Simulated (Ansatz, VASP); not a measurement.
One calculation of KF, two programs

```
K F
1.0
     0.02673    2.68687    2.68687
     2.68687    0.02673    2.68687
     2.68687    2.68687    0.02673
K F
1 1
Direct
  0.00000 0.00000 0.00000
  0.50000 0.50000 0.50000
```

Change from the starting cell: equal xy, yz and zx shear strains of +1 %, crystal datasets.

Alike in both runs: task electric field gradients; functional PBEsol; k mesh 9 × 9 × 9; occupations fermi-dirac, width 0.01 eV; no spin polarisation.

```csv
,VASP,Ansatz
version,VASP 6.6.1,Ansatz 0.2.0
potentials or method,"VASP PAW PBE potentials, release 64 (K_sv, F), cutoff 520 eV","all-electron PAW with datasets made for the crystal, scalar-relativistic"
```

```csv
,VASP,Ansatz,Ansatz less VASP
gap on the k mesh at the Fermi level (eV),6.02,6.03,+0.011
pressure (GPa),-0.7,-0.7,-0.04
"traceless stress, the component that is largest in VASP (GPa)",-0.14,-0.14,-0.002
size of Vzz on the site where it differs most (V/Å²),2.0,2.0,-0.03
```

VASP's potentials were made for PBE, not for PBEsol. Ansatz ran all-electron here, and VASP with PAW potentials.
